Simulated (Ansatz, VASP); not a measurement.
# One calculation of AlHg, two programs

```
Al Hg
1.0
     0.00000    3.06853    3.06853
     3.06853    0.00000    3.06853
     3.06853    3.06853    0.00000
Al Hg
1 1
Direct
  0.00000 0.00000 0.00000
  0.75000 0.75000 0.75000
```

Alike in both runs: task relaxation of cell and atoms; functional BLYP; k mesh 8 × 8 × 8; occupations fermi-dirac, width 0.05 eV; no spin polarisation.

```csv
,VASP,Ansatz
version,VASP 6.6.1,Ansatz 0.2.0
potentials or method,"VASP PAW PBE potentials, release 64 (Al, Hg)",Ansatz PAW
plane-wave cutoff (eV),600,420
valence electrons in the cell,15,23
```

|  | VASP | Ansatz | Ansatz less VASP |
| --- | --- | --- | --- |
| gap on the k mesh at the Fermi level, each at its own relaxed structure (eV) | none | none | - |
| relaxed volume (Å³/atom) | 31.75 | 31.52 | -0.228 |
| relaxed cell length with the largest relative difference (Å) | 4.478 | 4.467 | -0.0107 |

VASP's potentials were made for PBE, not for BLYP. A gap of «none» marks a metal or a gap that the smearing closes. VASP's potentials hold 15 valence electrons a cell and Ansatz's 23, so a difference there can come from the potentials and not from the codes.

Spin-orbit coupling is off throughout. Noted on Ansatz's run: the plane-wave basis is chosen anew once the cell has moved, so the energies of steps on either side of that aren't comparable.
